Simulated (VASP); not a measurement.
Here is a VASP 6.6.1 calculation.

POSCAR

```
FeNi
1.0
    2.5330000000      0.0000000000      0.0000000000
    0.0000000000      2.5330000000      0.0000000000
    0.0000000000      0.0000000000      3.5820000000
Fe Ni
1 1
Direct
    0.0000000000      0.0000000000      0.0000000000
    0.5000000000      0.5000000000      0.5000000000
```

Contents of INCAR.step1:

```
PREC = Accurate
ENCUT = 520
ISMEAR = 0
SIGMA = 0.1
LREAL = False
LASPH = True
NELM = 150
ISPIN = 2
MAGMOM = 4 2
LMAXMIX = 4
NBANDS = 20
GGA = PE
ALGO = Normal
EDIFF = 1E-4
LWAVE = True
LCHARG = False
```

File INCAR.step2:

```
PREC = Accurate
ENCUT = 520
EDIFF = 1E-7
ISMEAR = 0
SIGMA = 0.1
LREAL = False
LASPH = True
NELM = 150
ALGO = Normal
ISIF = 2
LWAVE = False
LCHARG = False
ISPIN = 2
MAGMOM = 4 2
LORBIT = 11
LMAXMIX = 4
METAGGA = R2SCAN
LMIXTAU = True
NBANDS = 20
ISTART = 1
```

The input KPOINTS:

```
regular mesh
0
Gamma
  8 8 6
```

Potentials or basis: VASP PAW PBE potentials, release 64 (Fe, Ni).

Command:

```bash
$ cat potpaw_PBE.64/Fe/POTCAR potpaw_PBE.64/Ni/POTCAR > POTCAR
$ cp INCAR.step1 INCAR
$ mpirun -np 1 vasp_std > vasp.out
$ cp INCAR.step2 INCAR
$ mpirun -np 1 vasp_std > vasp.out
```

**Question.** Predict the net moment.

**Answer.** 3.44 μB per cell.

**Question.** What does it give for the site moments?

**Answer.** Fe +2.91; Ni +0.62 μB.

Stress tensor (GPa, compression positive):
```
-6.50  0.00  0.00
 0.00 -6.50  0.00
 0.00  0.00 -6.15
```

Caveat: the cell stands under tension; the PAW data sets were made with another functional, which shifts forces and pressure a little.
